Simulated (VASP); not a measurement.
# CuO in VASP: settings compared, part 2 of 2

VASP 6.6.1. Earlier steps stand in the parts before.

### Step 5. Single point, LDA

This run uses another cell than the first one, of 10.28 Å³/atom.

INCAR

```
  ALGO = Normal
  EDIFF = 1E-6
  ENCUT = 520
  ISIF = 2
  ISMEAR = -1
  LASPH = True
  LCHARG = True
  LELF = True
  LREAL = False
  LVHAR = True
  LWAVE = False
  NBANDS = 25
  NELM = 80
  PREC = Accurate
  SIGMA = 0.05
```

KPOINTS

```
k-points
0
Gamma
  8 8 4
```

POSCAR

```
CuO
1.0
    2.0129926400     -2.0161962076      0.1585493667
    2.0129926400      2.0161962076      0.1585493667
   -0.3966945195      0.0000000000      5.0327836573
Cu O
2 2
Direct
   -0.0057510506      0.4942530759      0.0018499593
    0.4942530759     -0.0057510506      0.5018499593
    0.4942630861      0.4942348886      0.2518500407
    0.4942348886      0.4942630861      0.7518500407
```

Potentials or basis: VASP PAW LDA potentials, release 64 (Cu, O).

Run with:

```
$ cat potpaw_LDA.64/Cu/POTCAR potpaw_LDA.64/O/POTCAR > POTCAR
$ mpirun -np 1 vasp_std > vasp.out
```

Wall time 27 s (1 thread of Intel Xeon 6975P-C (Granite Rapids), shared host); peak memory 0.18 GiB.

The run converged. Its results:

```
Free energy            : -23.3432 eV
Pressure               : 0.8 GPa
Band gap on the k mesh : zero (bands 17 and 18 overlap by 1.22 eV)
```

Stress tensor (GPa, compression positive):
```
 0.68  0.00 -0.03
 0.00  0.69  0.00
-0.03  0.00  1.13
```

Levels at points of the mesh, in eV from the Fermi level:
```csv
k point,band 15,band 16,band 17,band 18,band 19,band 20
"(0.00, 0.00, 0.00)",-2.54,-2.13,0.69,0.70,1.63,6.12
"(0.50, 0.00, 0.00)",-1.75,-1.66,0.22,0.45,3.38,6.06
"(0.50, 0.50, 0.00)",-1.71,-1.31,-1.31,1.20,1.74,7.10
"(0.00, 0.00, 0.50)",-1.71,-1.71,0.04,0.04,3.66,3.66
"(0.50, 0.00, 0.50)",-2.23,-2.01,-0.13,0.70,4.13,6.06
"(0.50, 0.50, 0.50)",-1.56,-1.56,-0.53,-0.53,3.74,3.74
```

Caveat: semilocal functionals often make such compounds metallic where correlation or magnetic order opens a gap, which also shifts bond lengths.

### Step 6. Single point, PBEsol

This run uses another cell than the first one, of 10.66 Å³/atom.

INCAR

```
SYSTEM = CuO
PREC     = Accurate       ! precision mode
ENCUT    = 520            ! plane-wave cutoff, eV
EDIFF    = 1E-6           ! SCF threshold, eV
ISMEAR   = -1             ! smearing method
SIGMA    = 0.05           ! smearing width, eV
LREAL    = .FALSE.        ! projectors in reciprocal space
LASPH    = .TRUE.         ! aspherical terms in the spheres
NELM     = 60             ! most SCF steps
ALGO     = Normal         ! electronic algorithm
ISIF     = 2              ! what is computed and relaxed
LWAVE    = .FALSE.        ! write WAVECAR
LCHARG   = .FALSE.        ! write CHGCAR
GGA      = PS             ! functional
NBANDS   = 25             ! bands
```

KPOINTS

```
Automatic mesh
0
G
  8 8 4
  0 0 0
```

POSCAR

```
CuO
1.0
    2.0414604948     -2.0435797736      0.1629490250
    2.0414604948      2.0435797736      0.1629490250
   -0.3976491204      0.0000000000      5.0795525312
Cu O
2 2
Direct
   -0.0056837245      0.4941005701      0.0018500774
    0.4941005701     -0.0056837245      0.5018500774
    0.4937901676      0.4947929868      0.2518499226
    0.4947929868      0.4937901676      0.7518499226
```

Potentials or basis: VASP PAW PBE potentials, release 64 (Cu, O).

Run with:

```
$ cat potpaw_PBE.64/Cu/POTCAR potpaw_PBE.64/O/POTCAR > POTCAR
$ mpirun -np 1 vasp_std > vasp.out
```

OUTCAR:

```text
SYSTEM = CuO
   PREC = Accurate
   ENCUT = 520
   EDIFF = 1E-6
   ISMEAR = -1
   LREAL = .FALSE.
   LASPH = .TRUE.
   NELM = 60
   ISIF = 2
   GGA = PS

 ion  position               nearest neighbor table
   1  0.994  0.494  0.002-   3 1.93   4 1.93   4 1.93   3 1.93
   2  0.494  0.994  0.502-   4 1.93   3 1.93   3 1.93   4 1.93
   3  0.494  0.495  0.252-   1 1.93   2 1.93   2 1.93   1 1.93
   4  0.495  0.494  0.752-   2 1.93   1 1.93   1 1.93   2 1.93

  LATTYP: Found a base centered monoclinic cell.
 ALAT       =     4.0959069016
 B/A-ratio  =     0.9978643669
 C/A-ratio  =     1.2439476085
 COS(beta)  =    -0.0015260089

  Lattice vectors:

 A1 = (  -2.0414604948,   2.0435797736,  -0.1629490250)
 A2 = (  -2.0414604948,  -2.0435797736,  -0.1629490250)
 A3 = (  -0.3976491204,   0.0000000000,   5.0795525312)

Analysis of symmetry for initial positions (statically):
=====================================================================
 Subroutine PRICEL returns:
 Original cell was already a primitive cell.

 Routine SETGRP: Setting up the symmetry group for a
 base centered monoclinic supercell.

 Subroutine GETGRP returns: Found  2 space group operations
 (whereof  1 operations were pure point group operations)
 out of a pool of  4 trial point group operations.

The static configuration has the point symmetry C_1 .
 The point group associated with its full space group is C_1h.

Analysis of symmetry for dynamics (positions and initial velocities):
=====================================================================
 Subroutine PRICEL returns:
 Original cell was already a primitive cell.

 Routine SETGRP: Setting up the symmetry group for a
 base centered monoclinic supercell.

 Subroutine GETGRP returns: Found  2 space group operations
 (whereof  1 operations were pure point group operations)
 out of a pool of  4 trial point group operations.

The dynamic configuration has the point symmetry C_1 .
 The point group associated with its full space group is C_1h.

 Subroutine INISYM returns: Found  2 space group operations
 (whereof  1 operations are pure point group operations),
 and found     1 'primitive' translations

----------------------------------------------------------------------------------------

                                     Primitive cell

  volume of cell :      42.6475

  direct lattice vectors                    reciprocal lattice vectors
     2.041460495 -2.043579774  0.162949025     0.243401763 -0.244668697  0.019054532
     2.041460495  2.043579774  0.162949025     0.243401763  0.244668697  0.019054532
    -0.397649120  0.000000000  5.079552531    -0.015616368  0.000000000  0.195645219

  length of vectors
     2.893152541  2.893152541  5.095093595     0.345644708  0.345644708  0.196267477

  position of ions in fractional coordinates (direct lattice)
     0.994316275  0.494100570  0.001850077
     0.494100570  0.994316275  0.501850077
     0.493790168  0.494792987  0.251849923
     0.494792987  0.493790168  0.751849923

  ion indices of the primitive-cell ions
   primitive index   ion index
                 1           1
                 2           2
                 3           3
                 4           4

----------------------------------------------------------------------------------------

 KPOINTS: Automatic mesh

Automatic generation of k-mesh.
 Grid dimensions read from file:
 generate k-points for:    8    8    4

 Generating k-lattice:

  Cartesian coordinates                     Fractional coordinates (reciprocal lattice)
     0.030425220 -0.030583587  0.002381817     0.125000000  0.000000000 -0.000000000
     0.030425220  0.030583587  0.002381817     0.000000000  0.125000000 -0.000000000
    -0.003904092  0.000000000  0.048911305     0.000000000  0.000000000  0.250000000

  Length of vectors
     0.043205589  0.043205589  0.049066869

  Shift w.r.t. Gamma in fractional coordinates (k-lattice)
     0.000000000  0.000000000  0.000000000

 Subroutine IBZKPT returns following result:
 ===========================================

 Found     78 irreducible k-points:

 Following reciprocal coordinates:
            Coordinates               Weight
  0.000000  0.000000  0.000000      1.000000
  0.125000  0.000000  0.000000      4.000000
  0.250000  0.000000  0.000000      4.000000
  0.375000  0.000000  0.000000      4.000000
  0.500000  0.000000  0.000000      2.000000
  0.125000  0.125000  0.000000      2.000000
[... 16 lines left out ...]
  0.125000  0.000000  0.250000      4.000000
  0.250000  0.000000  0.250000      4.000000
 [... further k-points ...]
   k-points           NKPTS =     78   k-points in BZ     NKDIM =     78   number of bands    NBANDS=     25
   number of dos      NEDOS =    301   number of ions     NIONS =      4
   total plane-waves  NPLWV =  23040
   dimension x,y,z NGX =    24 NGY =   24 NGZ =   40
   dimension x,y,z NGXF=    48 NGYF=   48 NGZF=   80
   ions per type =               2   2
   NGX,Y,Z   is equivalent  to a cutoff of  13.79, 13.79, 13.05 a.u.
   NGXF,Y,Z  is equivalent  to a cutoff of  27.58, 27.58, 26.10 a.u.
 SYSTEM =  CuO
   PREC   = accura    normal or accurate (medium, high low for compatibility)
   ISTART =      0    job   : 0-new  1-cont  2-samecut
   ICHARG =      2    charge: 1-file 2-atom 10-const
   ISPIN  =      1    spin polarized calculation?
   LNONCOLLINEAR =      F non collinear calculations
   LSORBIT =      F    spin-orbit coupling
   LASPH  =      T    aspherical Exc in radial PAW
   ENCUT  =  520.0 eV  38.22 Ry    6.18 a.u.   5.38  5.38  9.47*2*pi/ulx,y,z
   NELM   =     60;   NELMIN=  2; NELMDL= -5     # of ELM steps
   EDIFF  = 0.1E-05   stopping-criterion for ELM
   LREAL  =      F    real-space projection
   EDIFFG = 0.1E-04   stopping-criterion for IOM
   NSW    =      0    number of steps for IOM
   IBRION =     -1    ionic relax: 0-MD 1-quasi-New 2-CG
   NFREE  =      0    steps in history (QN), initial steepest desc. (CG)
   ISIF   =      2    stress and relaxation
   ISYM   =      2    0-nonsym 1-usesym 2-fastsym
   POTIM  = 0.5000    time-step for ionic-motion
   TEBEG  =    0.0;   TEEND  =   0.0 temperature during run
   PSTRESS=    0.0 pullay stress
   NELECT =      34.0000    total number of electrons
   NUPDOWN=      -1.0000    fix difference up-down
   EMIN   =  10.00;   EMAX   =-10.00  energy-range for DOS
   EFERMI =   0.00;   METHOD = LEGACY
   ISMEAR =    -1;   SIGMA  =   0.05  broadening in eV -4-tet -1-fermi 0-gaus
   EFERMI_NEDOS =   21; number of points for ismear=-14 and -15
   IALGO  =     38    algorithm
   IMIX   =      4    mixing-type and parameters
     AMIX     =   0.40;   BMIX     =  1.00
     AMIX_MAG =   1.60;   BMIX_MAG =  1.00
  volume/ion in A,a.u.               =      10.66        71.95
  Fermi-wavevector in a.u.,A,eV,Ry     =   1.517994  2.868593 31.351979  2.304305
  Thomas-Fermi vector in A             =   2.627174
   LORBIT       =      0    0 simple, 1 ext, 2 COOP (PROOUT), +10 PAW based schemes
   GGA     = PS    functional components
   LHFCALC =     F    Hartree Fock is set to
   AEXX    =    0.0000 exact exchange contribution
   IVDW    =     0    specifies the selected vdW correction
   LEPSILON=     F    determine dielectric tensor
   LRPA    =     F    only Hartree local field effects (RPA)
 non-spin polarized calculation
  energy-cutoff  :      520.00
  volume of cell :       42.65
 maximum number of plane-waves:      1167
 NGX is ok and might be reduce to    24
   NGX = 11   NGY = 11   NGZ = 19

 number of electron      33.9999999 magnetization

 Free energy of the ion-electron system (eV)
  ---------------------------------------------------
  ext. energy  EPLUGINS =         0.00000000
  ---------------------------------------------------
  free energy    TOTEN  =       -21.49567469 eV

  energy without entropy =      -21.48156528  energy(sigma->0) =      -21.48861998

 E-fermi :   5.2436     XC(G=0): -11.8072

 val. band max:        5.2396892512   @ k =   0.5000  -0.0000   0.2500
 cond. band min:       5.2529288320   @ k =  -0.2500   0.1250   0.5000
 fundamental gap:      0.0132395807
 Fermi energy:         5.2436026649

 k-point     1 :       0.0000    0.0000    0.0000
  band No.  band energies     occupation
      1     -14.8592      2.00000
      2     -13.4286      2.00000
      3      -3.3360      2.00000
      4      -0.4975      2.00000
      5      -0.4929      2.00000
      6       1.2553      2.00000
[... 17 lines left out ...]
     24      19.8700      0.00000
     25      20.0725      0.00000
[... 621 lines left out ...]
      3      -2.3431      2.00000
      4      -0.8786      2.00000
      5      -0.6034      2.00000
      6      -0.4127      2.00000
[... 17 lines left out ...]
     24      19.7074      0.00000
     25      20.5707      0.00000

 [... further k-points ...]
[... 5 lines left out ...]
  --------------------------------------------------------------------------------------
  -------------------------------------------------------------------------------------
  Total        0.1440441      0.1487919      0.2551678      0.0000000      0.0000000     -0.0078025
  in kB        5.4114384      5.5898025      9.5861259      0.0000000      0.0000000     -0.2931245
  external PRESSURE =       6.8624556 kB  Pullay stress =       0.0000000 kB

 VOLUME and BASIS-vectors are now :
 -----------------------------------------------------------------------------
  energy-cutoff  :      520.00
  volume of cell :       42.65
      direct lattice vectors                 reciprocal lattice vectors
     2.041460495 -2.043579774  0.162949025     0.243401763 -0.244668697  0.019054532
     2.041460495  2.043579774  0.162949025     0.243401763  0.244668697  0.019054532
    -0.397649120  0.000000000  5.079552531    -0.015616368  0.000000000  0.195645219

 POSITION                                       TOTAL-FORCE (eV/Angst)
 -----------------------------------------------------------------------------------
      3.03781     -1.02223      0.25193         0.000498      0.002851      0.000584
      2.83898      1.02223      2.79171         0.000498     -0.002851      0.000584
      1.91801      0.00205      1.44037        -0.000498     -0.002185     -0.000584
      1.71918     -0.00205      3.98015        -0.000498      0.002185     -0.000584
 -----------------------------------------------------------------------------------
    total drift:                               -0.001731      0.000000      0.001200

  FREE ENERGIE OF THE ION-ELECTRON SYSTEM (eV)
  ---------------------------------------------------
  free  energy   TOTEN  =       -21.4956746881 eV

  energy  without entropy=      -21.4815652777  energy(sigma->0) =      -21.48861998
```

It took 27 s on 1 thread of Intel Xeon 6975P-C (Granite Rapids), shared host; peak memory 0.2 GiB.

Results:

```yaml
Free_energy: -21.4957 eV
Pressure: 0.7 GPa
Band_gap_on_the_k_mesh: zero (bands 17 and 18 overlap by 1.21 eV)
```

Forces on the atoms (eV/Å):
```
Cu   0.000  0.003  0.001
Cu   0.000 -0.003  0.001
O    0.000 -0.002 -0.001
O    0.000  0.002 -0.001
```

Caveat: the PAW data sets were made with another functional, which shifts forces and pressure a little; semilocal functionals often make such compounds metallic where correlation or magnetic order opens a gap, which also shifts bond lengths.

### Step 7. Single point, PBE

This run uses another cell than the first one, of 11.19 Å³/atom.

INCAR

```
SYSTEM = CuO
PREC = Accurate ; ENCUT = 520
EDIFF = 1E-7 ; ISMEAR = -1
SIGMA = 0.05 ; LREAL = .FALSE.
LASPH = .TRUE. ; NELM = 100
ALGO = Normal ; ISIF = 2
LWAVE = .FALSE. ; LCHARG = .TRUE.
GGA = PE ; LELF = .TRUE.
LVHAR = .TRUE. ; NBANDS = 25
```

KPOINTS

```
regular mesh
0
G
  8 8 4
  0 0 0
```

POSCAR

```
CuO
1.0
    2.0800555311     -2.0816415243      0.1649391207
    2.0800555311      2.0816415243      0.1649391207
   -0.4075201838      0.0000000000      5.1382321376
Cu O
2 2
Direct
   -0.0057490548      0.4942487918      0.0018499966
    0.4942487918     -0.0057490548      0.5018499966
    0.4942552055      0.4942450575      0.2518500034
    0.4942450575      0.4942552055      0.7518500034
```

Potentials or basis: VASP PAW PBE potentials, release 64 (Cu, O).

Run with:

```
$ cat potpaw_PBE.64/Cu/POTCAR potpaw_PBE.64/O/POTCAR > POTCAR
$ mpirun -np 1 vasp_std > vasp.out
```

OUTCAR:

```text
SYSTEM = CuO
   PREC = Accurate
   ENCUT = 520
   EDIFF = 1E-7
   ISMEAR = -1
   LREAL = .FALSE.
   LASPH = .TRUE.
   NELM = 100
   ISIF = 2
   GGA = PE

 ion  position               nearest neighbor table
   1  0.994  0.494  0.002-   4 1.96   3 1.96   3 1.96   4 1.96
   2  0.494  0.994  0.502-   3 1.96   4 1.96   4 1.96   3 1.96
   3  0.494  0.494  0.252-   2 1.96   1 1.96   1 1.96   2 1.96
   4  0.494  0.494  0.752-   1 1.96   2 1.96   2 1.96   1 1.96

  LATTYP: Found a simple monoclinic cell.
 ALAT       =     4.1632830486
 B/A-ratio  =     1.2380535346
[... 867 lines left out ...]

 [... further k-points ...]
[... 5 lines left out ...]
  --------------------------------------------------------------------------------------
  -------------------------------------------------------------------------------------
  Total        0.1471270      0.1550508      0.2566969      0.0000525      0.0000019     -0.0090126
  in kB        5.2644828      5.5480101      9.1850996      0.0018788      0.0000668     -0.3224892
  external PRESSURE =       6.6658642 kB  Pullay stress =       0.0000000 kB

 VOLUME and BASIS-vectors are now :
 -----------------------------------------------------------------------------
  energy-cutoff  :      520.00
  volume of cell :       44.78
      direct lattice vectors                 reciprocal lattice vectors
     2.080055531 -2.081641524  0.164939121     0.238875898 -0.240195055  0.018945573
     2.080055531  2.081641524  0.164939121     0.238875898  0.240195055  0.018945573
    -0.407520184  0.000000000  5.138232138    -0.015336006  0.000000000  0.193403147

 POSITION                                       TOTAL-FORCE (eV/Angst)
 -----------------------------------------------------------------------------------
      3.09541     -1.04083      0.25502         0.000000      0.000000      0.000000
      2.89165      1.04083      2.82413         0.000000      0.000000      0.000000
      1.95350     -0.00002      1.45711         0.000027      0.000015     -0.000278
      1.74974      0.00002      4.02622        -0.000027     -0.000015      0.000278
 -----------------------------------------------------------------------------------
    total drift:                               -0.001103     -0.012108     -0.000529

  FREE ENERGIE OF THE ION-ELECTRON SYSTEM (eV)
  ---------------------------------------------------
  free  energy   TOTEN  =       -19.7489194607 eV

  energy  without entropy=      -19.7351458585  energy(sigma->0) =      -19.74203266
```

Run time: 57 s. Hardware: 1 thread of Intel Xeon 6975P-C (Granite Rapids), shared host; peak memory 0.25 GiB.

Results:

```
Free energy            : -19.7489 eV
Pressure               : 0.7 GPa
Band gap on the k mesh : zero (bands 17 and 18 overlap by 1.18 eV)
```

Caveat: semilocal functionals often make such compounds metallic where correlation or magnetic order opens a gap, which also shifts bond lengths. With open d or f shells a metallic result of PBE can be an artefact of self-interaction; +U or a hybrid may open a gap.

### Step 8. The runs side by side

```csv
level,potentials or basis,U,cell,k mesh,gap on the mesh (eV),pressure (GPa)
PBEsol+U,"VASP PAW PBE potentials, release 64 (Cu, O)",Cu d U = 4.5 eV,"a = 2.909, b = 2.909, c = 5.113 Å, angles 90.0, 90.0, 89.7°, 4 atoms",10 × 10 × 5,none,-4.6
PBE+U,"VASP PAW PBE potentials, release 64 (Cu, O)",Cu d U = 5.3 eV,"a = 2.972, b = 2.972, c = 5.177 Å, angles 90.0, 90.0, 89.5°, 4 atoms",10 × 10 × 5,none,-4.5
PBE,"VASP PAW PBE potentials, release 64 (Cu, O)",-,"a = 2.950, b = 2.950, c = 5.149 Å, angles 90.0, 90.0, 89.9°, 4 atoms",10 × 10 × 5,none,0.7
LDA,"VASP PAW LDA potentials, release 64 (Cu, O)",-,"a = 2.853, b = 2.853, c = 5.048 Å, angles 90.0, 90.0, 89.9°, 4 atoms",8 × 8 × 4,none,0.8
PBEsol,"VASP PAW PBE potentials, release 64 (Cu, O)",-,"a = 2.893, b = 2.893, c = 5.095 Å, angles 89.9, 89.9, 89.9°, 4 atoms",8 × 8 × 4,none,0.7
PBE,"VASP PAW PBE potentials, release 64 (Cu, O)",-,"a = 2.947, b = 2.947, c = 5.154 Å, angles 90.0, 90.0, 89.9°, 4 atoms",8 × 8 × 4,none,0.7
```

Alike in all rows: task single point; no spin polarisation; cutoff (eV) 520; smearing fermi-dirac 0.05 eV.

Caveats: semilocal functionals often make such compounds metallic where correlation or magnetic order opens a gap, which also shifts bond lengths (at least some runs); the cell stands under tension (at least some runs); the PAW data sets were made with another functional, which shifts forces and pressure a little (at least some runs); U without spin polarisation on a metal has little footing (at least some runs).

Absolute energies hang on the potentials; compare differences alone.
